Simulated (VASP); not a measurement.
Input of a VASP 6.6.1 run:

File INCAR:

```
ALGO     = Normal         # electronic algorithm
EDIFF    = 1E-7           # SCF threshold, eV
ENCUT    = 520            # plane-wave cutoff, eV
ISIF     = 2              # what is computed and relaxed
ISMEAR   = 0              # smearing method
LASPH    = T              # aspherical terms in the spheres
LCHARG   = F              # write CHGCAR
LREAL    = F              # projectors in reciprocal space
LWAVE    = F              # write WAVECAR
NBANDS   = 48             # bands
NELM     = 80             # most SCF steps
PREC     = Accurate       # precision mode
SIGMA    = 0.01           # smearing width, eV
```

File KPOINTS:

```
k-points
0
Gamma
  10 10 4
```

The input POSCAR:

```
CuBiSeO
1.0
    3.8101756236      0.0000000000      0.0000000000
    0.0000000000      3.8101756236      0.0000000000
    0.0000000000      0.0000000000      8.4963248599
Cu Bi Se O
2 2 2 2
Direct
    0.0000000000      0.0000000000      0.5000000000
    0.5000000000      0.5000000000      0.5000000000
    0.0000000000      0.5000000000      0.8529220981
    0.5000000000      0.0000000000      0.1470779019
    0.5000000000      0.0000000000      0.6756221967
    0.0000000000      0.5000000000      0.3243778033
    0.5000000000      0.5000000000      0.0000000000
    0.0000000000      0.0000000000      0.0000000000
```

Potentials or basis: VASP PAW LDA potentials, release 64 (Cu, Bi_d, Se, O).

Launch:

```sh
$ cat potpaw_LDA.64/Cu/POTCAR potpaw_LDA.64/Bi_d/POTCAR potpaw_LDA.64/Se/POTCAR potpaw_LDA.64/O/POTCAR > POTCAR
$ mpirun -np 1 vasp_std > vasp.out
```

Question: Predict the band gap on the k mesh.

Answer: 0.51 eV (least direct gap 0.69 eV).

Question: Estimate the pressure.

Answer: 7.3 GPa.

Question: What does it give for the largest force?

Answer: 0.066 eV/Å.

Forces on the atoms (eV/Å):
```
Cu   0.000  0.000  0.000
Cu   0.000  0.000  0.000
Bi   0.000  0.000 -0.066
Bi   0.000  0.000  0.066
Se   0.000  0.000  0.038
Se   0.000  0.000 -0.038
O    0.000  0.000  0.000
O    0.000  0.000  0.000
```

Caveat: the cell stands under pressure; spin-orbit coupling is left out, which moves the levels of the heavy elements. A k mesh can miss the band edges.
